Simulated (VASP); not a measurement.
# Bi2Se3 (I4mm) in VASP: notebook

The runs below take Bi2Se3 through single point, with PBE.

Program: VASP 6.6.1. These are calculated values, not measurements. Logs are shortened: lines on timing, memory, paths and dates and some standing lists are left out, and cuts for length are marked.

### 1 The cell of the first run

It takes space group I4mm (No. 107, tetragonal). The conventional cell has a = 5.705 Å, b = 5.705 Å, c = 8.924 Å, α = 90.00°, β = 90.00°, γ = 90.00°. Bi (site symmetry 2mm) has 2 Se at 2.00 to 2.46 Å within 2.6 Å. Within 2.6 Å of Se (site symmetry 2mm) lie 2 Bi at 2.00 to 2.46 Å. Se (site symmetry 4mm) has 4 Se at 2.85 Å and 8 Bi at 3.47 to 3.79 Å within 3.8 Å.

### 2 Single point, PBE

The input, INCAR:

```
SYSTEM = Bi2Se3
ALGO = Normal
EDIFF = 1E-6
ENCUT = 520
GGA = PE
ISIF = 2
ISMEAR = 0
LASPH = .TRUE.
LCHARG = .FALSE.
LREAL = .FALSE.
LWAVE = .FALSE.
NBANDS = 32
NELM = 60
PREC = Accurate
SIGMA = 0.1
```

The input, KPOINTS:

```
k-points
0
G
  4 4 4
  0 0 0
```

The input, POSCAR:

```
Bi2Se3
1.0
   -2.8524814000      2.8524814000      4.4617793600
    2.8524814000     -2.8524814000      4.4617793600
    2.8524814000      2.8524814000     -4.4617793600
Bi Se
2 3
Direct
    0.4144850200      0.9144850200      0.5000000000
    0.9144850200      0.4144850200      0.5000000000
    0.6385931700      0.1385931700      0.5000000000
    0.1385931700      0.6385931700      0.5000000000
    0.1349532700      0.1349532700      0.0000000000
```

Potentials or basis: VASP PAW PBE potentials, release 64 (Bi_d, Se).

The run is started by

```console
$ cat potpaw_PBE.64/Bi_d/POTCAR potpaw_PBE.64/Se/POTCAR > POTCAR
$ mpirun -np 1 vasp_std > vasp.out
```

OUTCAR:

```text
SYSTEM = Bi2Se3
   EDIFF = 1E-6
   ENCUT = 520
   GGA = PE
   ISIF = 2
   ISMEAR = 0
   LASPH = .TRUE.
   LREAL = .FALSE.
   NELM = 60
   PREC = Accurate

 ion  position               nearest neighbor table
   1  0.414  0.914  0.500-   3 2.00   4 2.46
   2  0.914  0.414  0.500-   4 2.00   3 2.46
   3  0.639  0.139  0.500-   1 2.00   2 2.46
   4  0.139  0.639  0.500-   2 2.00   1 2.46
   5  0.135  0.135  0.000-

  LATTYP: Found a body centered tetragonal cell.
 ALAT       =     5.7049628000
 C/A-ratio  =     1.5641747427

  Lattice vectors:

 A1 = (  -2.8524814000,   2.8524814000,   4.4617793600)
 A2 = (   2.8524814000,  -2.8524814000,   4.4617793600)
 A3 = (   2.8524814000,   2.8524814000,  -4.4617793600)

Analysis of symmetry for initial positions (statically):
=====================================================================
 Subroutine PRICEL returns:
 Original cell was already a primitive cell.

 Routine SETGRP: Setting up the symmetry group for a
 body centered tetragonal supercell.

 Subroutine GETGRP returns: Found  8 space group operations
 (whereof  8 operations were pure point group operations)
 out of a pool of 16 trial point group operations.

The static configuration has the point symmetry C_4v.

Analysis of symmetry for dynamics (positions and initial velocities):
=====================================================================
 Subroutine PRICEL returns:
 Original cell was already a primitive cell.

 Routine SETGRP: Setting up the symmetry group for a
 body centered tetragonal supercell.

 Subroutine GETGRP returns: Found  8 space group operations
 (whereof  8 operations were pure point group operations)
 out of a pool of 16 trial point group operations.

The dynamic configuration has the point symmetry C_4v.

 Subroutine INISYM returns: Found  8 space group operations
 (whereof  8 operations are pure point group operations),
 and found     1 'primitive' translations

----------------------------------------------------------------------------------------

                                     Primitive cell

[... 79 lines left out ...]
   LNONCOLLINEAR =      F non collinear calculations
   LSORBIT =      F    spin-orbit coupling
   LASPH  =      T    aspherical Exc in radial PAW
   ENCUT  =  520.0 eV  38.22 Ry    6.18 a.u.  11.18 11.18 11.18*2*pi/ulx,y,z
   NELM   =     60;   NELMIN=  2; NELMDL= -5     # of ELM steps
   EDIFF  = 0.1E-05   stopping-criterion for ELM
   LREAL  =      F    real-space projection
   EDIFFG = 0.1E-04   stopping-criterion for IOM
   NSW    =      0    number of steps for IOM
   IBRION =     -1    ionic relax: 0-MD 1-quasi-New 2-CG
   NFREE  =      0    steps in history (QN), initial steepest desc. (CG)
   ISIF   =      2    stress and relaxation
   ISYM   =      2    0-nonsym 1-usesym 2-fastsym
   POTIM  = 0.5000    time-step for ionic-motion
   TEBEG  =    0.0;   TEEND  =   0.0 temperature during run
   PSTRESS=    0.0 pullay stress
   NELECT =      48.0000    total number of electrons
   NUPDOWN=      -1.0000    fix difference up-down
   EMIN   =  10.00;   EMAX   =-10.00  energy-range for DOS
   EFERMI =   0.00;   METHOD = LEGACY
   ISMEAR =     0;   SIGMA  =   0.10  broadening in eV -4-tet -1-fermi 0-gaus
   EFERMI_NEDOS =   21; number of points for ismear=-14 and -15
   IALGO  =     38    algorithm
   IMIX   =      4    mixing-type and parameters
     AMIX     =   0.40;   BMIX     =  1.00
     AMIX_MAG =   1.60;   BMIX_MAG =  1.00
  volume/ion in A,a.u.               =      29.04       195.99
  Fermi-wavevector in a.u.,A,eV,Ry     =   1.131924  2.139027 17.432496  1.281252
  Thomas-Fermi vector in A             =   2.268624
   LORBIT       =      0    0 simple, 1 ext, 2 COOP (PROOUT), +10 PAW based schemes
   GGA     = PE    functional components
   LHFCALC =     F    Hartree Fock is set to
   AEXX    =    0.0000 exact exchange contribution
   IVDW    =     0    specifies the selected vdW correction
   LEPSILON=     F    determine dielectric tensor
   LRPA    =     F    only Hartree local field effects (RPA)
 non-spin polarized calculation
 Gauss-broadening in eV      SIGMA  =   0.10
  energy-cutoff  :      520.00
  volume of cell :      145.22
 maximum number of plane-waves:      3932
 NGX is ok and might be reduce to    48
   NGX = 23   NGY = 23   NGZ = 23

 number of electron      47.9999997 magnetization

 Free energy of the ion-electron system (eV)
  ---------------------------------------------------
  ext. energy  EPLUGINS =         0.00000000
  ---------------------------------------------------
  free energy    TOTEN  =        -5.13376554 eV

  energy without entropy =       -5.10368960  energy(sigma->0) =       -5.11872757

 E-fermi :   5.3722     XC(G=0):  -9.1191

 val. band max:        5.3563127006   @ k =   0.5000   0.5000   0.5000
 cond. band min:       5.3897761304   @ k =   0.5000   0.2500   0.0000
 fundamental gap:      0.0334634298
 Fermi energy:         5.3722475058

 k-point     1 :       0.0000    0.0000    0.0000
  band No.  band energies     occupation
      1     -19.5233      2.00000
      2     -19.3778      2.00000
      3     -18.5190      2.00000
      4     -18.5190      2.00000
      5     -18.4780      2.00000
      6     -18.4780      2.00000
[... 444 lines left out ...]
     31       9.7072      0.00000
     32      10.5160      0.00000

------------------------ aborting loop because EDIFF is reached ----------------------------------------

  FORCE on cell =-STRESS in cart. coord.  units (eV):
  Direction    XX          YY          ZZ          XY          YZ          ZX
  --------------------------------------------------------------------------------------
  -------------------------------------------------------------------------------------
  Total        0.8318790      0.8318790    106.8983135      0.0000000      0.0000000      0.0000000
  in kB        9.1781895      9.1781895   1179.4178924      0.0000000      0.0000000      0.0000000
  external PRESSURE =     399.2580905 kB  Pullay stress =       0.0000000 kB

 VOLUME and BASIS-vectors are now :
 -----------------------------------------------------------------------------
  energy-cutoff  :      520.00
  volume of cell :      145.22
      direct lattice vectors                 reciprocal lattice vectors
    -2.852481400  2.852481400  4.461779360     0.000000000  0.175285981  0.112062915
     2.852481400 -2.852481400  4.461779360     0.175285981  0.000000000  0.112062915
     2.852481400  2.852481400 -4.461779360     0.175285981  0.175285981  0.000000000

 POSITION                                       TOTAL-FORCE (eV/Angst)
 -----------------------------------------------------------------------------------
      2.85248      0.00000      3.69868        -0.000000      0.000000    -16.194978
      0.00000      2.85248      3.69868         0.000000     -0.000000    -16.194978
      0.00000      2.85248      1.23674         0.000000     -0.000000     15.751315
      2.85248      0.00000      1.23674        -0.000000      0.000000     15.751315
      0.00000      0.00000      1.20426        -0.000000     -0.000000      0.887326
 -----------------------------------------------------------------------------------
    total drift:                                0.000001      0.000001     -0.001093

  FREE ENERGIE OF THE ION-ELECTRON SYSTEM (eV)
  ---------------------------------------------------
  free  energy   TOTEN  =        -5.1337655442 eV

  energy  without entropy=       -5.1036895985  energy(sigma->0) =       -5.11872757
```

stdout:

```text
POSCAR found type information on POSCAR BiSe
 POSCAR found :  2 types and       5 ions
 scaLAPACK will be used
 LDA part: xc-table for (Slater+PW92), standard interpolation
 POSCAR, INCAR and KPOINTS ok, starting setup
 FFT: planning ... GRIDC
 FFT: planning ... GRID_SOFT
 FFT: planning ... GRID
 WAVECAR not read
 entering main loop
```

Run time: 38 s. Hardware: 1 thread of Intel Xeon 6975P-C (Granite Rapids), shared host; peak memory 0.33 GiB.

Results:

```yaml
Free_energy: -5.1338 eV
Pressure: 39.9 GPa
Largest_force: 16.195 eV/Å
Band_gap_on_the_k_mesh: zero (band 24 reaches 7.14 eV, above the bottom of band 25 at 4.10 eV)
```

Forces in eV/Å, atoms in the order of the input:
```
Bi    0.000   0.000 -16.195
Bi    0.000   0.000 -16.195
Se    0.000   0.000  15.751
Se    0.000   0.000  15.751
Se    0.000   0.000   0.887
```

Levels at points of the mesh, in eV from the Fermi level:
```tsv
k point	band 21	band 22	band 23	band 24	band 25	band 26	band 27	band 28
(0.00, 0.00, 0.00)	-2.41	-2.41	-2.07	1.77	1.77	2.11	2.56	3.08
(0.50, 0.00, 0.00)	-2.72	-2.63	-1.69	-0.35	-0.13	0.07	1.52	1.85
(0.50, 0.50, 0.00)	-3.10	-2.26	-2.21	-0.41	0.29	0.68	1.68	3.54
(0.50, 0.50, 0.50)	-1.97	-0.02	-0.02	0.55	0.55	1.18	2.00	2.00
```

Caveat: the k points lie up to 0.39 Å⁻¹ apart; spin-orbit coupling is left out, which moves the levels of the heavy elements; forces of over 1 eV/Å act on the atoms, so gaps and moduli don't describe the material at rest.

### 3 Single point, PBE

This run uses another cell than the first one, of 32.47 Å³/atom, 1.118 times its volume.

The input, INCAR:

```
SYSTEM = Bi2Se3
  ALGO = Normal
  EDIFF = 1E-6
  ENCUT = 520
  GGA = PE
  ISIF = 2
  ISMEAR = 0
  LASPH = .TRUE.
  LCHARG = .FALSE.
  LREAL = .FALSE.
  LWAVE = .FALSE.
  NBANDS = 32
  NELM = 100
  PREC = Accurate
  SIGMA = 0.1
```

KPOINTS is that of step 2.

The input, POSCAR:

```
Bi2Se3
1.0
   -2.6273161238      2.6273161238      5.8794807005
    2.6273161238     -2.6273161238      5.8794807005
    2.6273161238      2.6273161238     -5.8794807005
Bi Se
2 3
Direct
    0.4110472390      0.9110472390      0.5000000000
    0.9110472390      0.4110472390      0.5000000000
    0.6385791094      0.1385791094      0.5000000000
    0.1385791094      0.6385791094      0.5000000000
    0.1418569533      0.1418569533      0.0000000000
```

Potentials or basis: VASP PAW PBE potentials, release 64 (Bi_d, Se).

The run is started by

```console
$ cat potpaw_PBE.64/Bi_d/POTCAR potpaw_PBE.64/Se/POTCAR > POTCAR
$ mpirun -np 1 vasp_std > vasp.out
```

Wall time 55 s (1 thread of Intel Xeon 6975P-C (Granite Rapids), shared host); peak memory 0.39 GiB.

The run converged. Its results:

* Free energy: -17.4022 eV
* Pressure: 0.0 GPa
* Largest force: 0.005 eV/Å
* Band gap on the k mesh: zero (band 24 reaches 3.86 eV, above the bottom of band 25 at 3.40 eV)

Forces in eV/Å, atoms in the order of the input:
```
Bi   0.000  0.000  0.003
Bi   0.000  0.000  0.003
Se   0.000  0.000 -0.005
Se   0.000  0.000 -0.005
Se   0.000  0.000  0.005
```

Stress tensor (GPa, compression positive):
```
-0.06  0.00  0.00
 0.00 -0.06  0.00
 0.00  0.00  0.02
```

Levels at points of the mesh, in eV from the Fermi level:
```
           k point  band 22  band 23  band 24  band 25  band 26  band 27
(0.00, 0.00, 0.00)    -0.95    -0.87    -0.54     2.03     2.75     2.75
(0.50, 0.00, 0.00)    -0.94    -0.25    -0.04     0.11     0.29     0.95
(0.50, 0.50, 0.00)    -0.84    -0.83    -0.79    -0.11     0.04     1.15
(0.50, 0.50, 0.50)    -0.52    -0.39    -0.39     0.59     2.22     2.22
```

Caveat: the k points lie up to 0.42 Å⁻¹ apart; spin-orbit coupling is left out, which moves the levels of the heavy elements.

### 4 Single point, PBE

This run uses another cell than the first one, of 32.50 Å³/atom, 1.119 times its volume.

The input, INCAR:

```
SYSTEM = Bi2Se3
  PREC = Accurate
  ENCUT = 520
  EDIFF = 1E-6
  ISMEAR = 0
  SIGMA = 0.1
  LREAL = .FALSE.
  LASPH = .TRUE.
  NELM = 60
  ALGO = Normal
  ISIF = 2
  LWAVE = .FALSE.
  LCHARG = .TRUE.
  GGA = PE
  LELF = .TRUE.
  LVHAR = .TRUE.
  NBANDS = 32
```

The input, KPOINTS:

```
regular mesh
0
G
  6 6 6
  0 0 0
```

The input, POSCAR:

```
Bi2Se3
1.0
   -2.5404035630      2.5404035630      6.2951294125
    2.5404035630     -2.5404035630      6.2951294125
    2.5404035630      2.5404035630     -6.2951294125
Bi Se
2 3
Direct
    0.4125203484      0.9125203484      0.5000000000
    0.9125203484      0.4125203484      0.5000000000
    0.6266626734      0.1266626734      0.5000000000
    0.1266626734      0.6266626734      0.5000000000
    0.1627436064      0.1627436064      0.0000000000
```

The run is started by

```console
$ cat potpaw_PBE.64/Bi_d/POTCAR potpaw_PBE.64/Se/POTCAR > POTCAR
$ mpirun -np 1 vasp_std > vasp.out
```

It took 2.1 min on 1 thread of Intel Xeon 6975P-C (Granite Rapids), shared host; peak memory 0.43 GiB.

It converged, with:

| Item | Value |
| --- | --- |
| Free energy | -17.5612 eV |
| Pressure | -0.1 GPa |
| Largest force | 0.018 eV/Å |
| Band gap on the k mesh | 0.07 eV, indirect (least direct gap 0.08 eV) |

Forces in eV/Å, atoms in the order of the input:
```
Bi   0.000  0.000  0.018
Bi   0.000  0.000  0.018
Se   0.000  0.000 -0.016
Se   0.000  0.000 -0.016
Se   0.000  0.000 -0.003
```

Stress tensor (GPa, compression positive):
```
-0.03  0.00  0.00
 0.00 -0.03  0.00
 0.00  0.00 -0.13
```

Levels at points of the mesh, in eV from the valence-band top:
```
           k point  band 20  band 21  band 22  band 23  band 24  band 25  band 26  band 27  band 28  band 29
(0.00, 0.00, 0.00)    -1.91    -1.55    -0.86    -0.86    -0.83     2.20     2.95     2.95     3.13     4.31
(0.50, 0.00, 0.00)    -1.95    -1.95    -0.66    -0.12     0.00     0.08     0.23     0.57     2.37     2.64
(0.50, 0.50, 0.00)    -2.26    -1.76    -1.39    -0.57    -0.45     0.19     0.60     1.11     3.82     4.10
(0.50, 0.50, 0.50)    -1.77    -1.76    -1.76    -0.61    -0.61     1.03     2.48     2.48     3.78     3.78
```

Caveat: spin-orbit coupling is left out, which moves the levels of the heavy elements. A k mesh can miss the band edges.

### 5 Overview

| cell | k mesh | gap on the mesh (eV) | pressure (GPa) | largest force (eV/Å) |
| --- | --- | --- | --- | --- |
| a = 6.015 Å, angles 123.4, 123.4, 84.2°, 5 atoms | 4 × 4 × 4 | none | 39.9 | 16.19 |
| a = 6.955 Å, angles 135.6, 135.6, 64.6°, 5 atoms | 4 × 4 × 4 | none | 0.0 | 0.01 |
| a = 7.248 Å, angles 139.0, 139.0, 59.4°, 5 atoms | 6 × 6 × 6 | 0.07 | -0.1 | 0.02 |

Alike in all rows: task single point; level PBE; potentials or basis VASP PAW PBE potentials, release 64 (Bi_d, Se); no spin polarisation; cutoff (eV) 520; smearing gaussian 0.1 eV.

Caveats: some runs use coarse meshes; spin-orbit coupling is left out, which moves the levels of the heavy elements; forces of over 1 eV/Å act on the atoms, so gaps and moduli don't describe the material at rest (some runs).

Absolute energies hang on the potentials; compare differences alone.
